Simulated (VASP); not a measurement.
A run of VASP 6.6.1 is set up as follows.

File INCAR:

```
SYSTEM = Cu
  ALGO = Normal
  EDIFF = 1E-6
  ENCUT = 600
  GGA_COMPAT = .False.
  ISIF = 2
  ISMEAR = -1
  ISPIN = 2
  LASPH = .True.
  LCHARG = .True.
  LELF = .True.
  LMAXMIX = 4
  LORBIT = 11
  LREAL = .False.
  LVHAR = .True.
  LWAVE = .False.
  MAGMOM = 0.5
  NBANDS = 16
  NELM = 200
  NUPDOWN = 0.5
  PREC = Accurate
  SIGMA = 0.05
```

KPOINTS

```
k-points
0
Gamma
  14 14 14
  0 0 0
```

The input POSCAR:

```
Cu
1.0
   -1.4427933200      1.4427933200      1.3760814500
    1.4427933200     -1.4427933200      1.3760814500
    1.4427933200      1.4427933200     -1.3760814500
Cu
1
Direct
    0.0000000000      0.0000000000      0.0000000000
```

Potentials or basis: VASP PAW LDA potentials, release 64 (Cu).

Launch:

```bash
$ cat potpaw_LDA.64/Cu/POTCAR > POTCAR
$ mpirun -np 1 vasp_std > vasp.out
```

(1) Estimate the pressure.

Results:

(1) -3.4 GPa.

Caveat: the cell stands under tension; the total moment is fixed, so each spin has its own Fermi level.
